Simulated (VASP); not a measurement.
Input of a VASP 6.6.1 run:

INCAR

```
SYSTEM = Cu
  ALGO = Normal
  EDIFF = 1E-8
  ENCUT = 520
  GGA = PS
  ISIF = 2
  ISMEAR = -1
  LASPH = .TRUE.
  LCHARG = .FALSE.
  LEFG = .TRUE.
  LREAL = .FALSE.
  LWAVE = .FALSE.
  NBANDS = 12
  NELM = 80
  PREC = Accurate
  SIGMA = 0.03
```

KPOINTS

```
k-points
0
G
  17 17 17
  0 0 0
```

File POSCAR:

```
Cu
1.0
    0.0000000000      1.8014548043      1.8014548043
    1.8014548043      0.0000000000      1.8014548043
    1.8014548043      1.8014548043      0.0000000000
Cu
1
Direct
    0.0000000000      0.0000000000      0.0000000000
```

Potentials or basis: VASP PAW PBE potentials, release 64 (Cu).

Run with:

```console
$ cat potpaw_PBE.64/Cu/POTCAR > POTCAR
$ mpirun -np 1 vasp_std > vasp.out
```

Question: What does it give for the pressure?

Answer: -4.6 GPa.

Caveat: without QUAD_EFG the Cq values of the log hold for a quadrupole moment of 1 mb, not for the nuclei; the PAW data sets were made with another functional, which shifts forces and pressure a little.
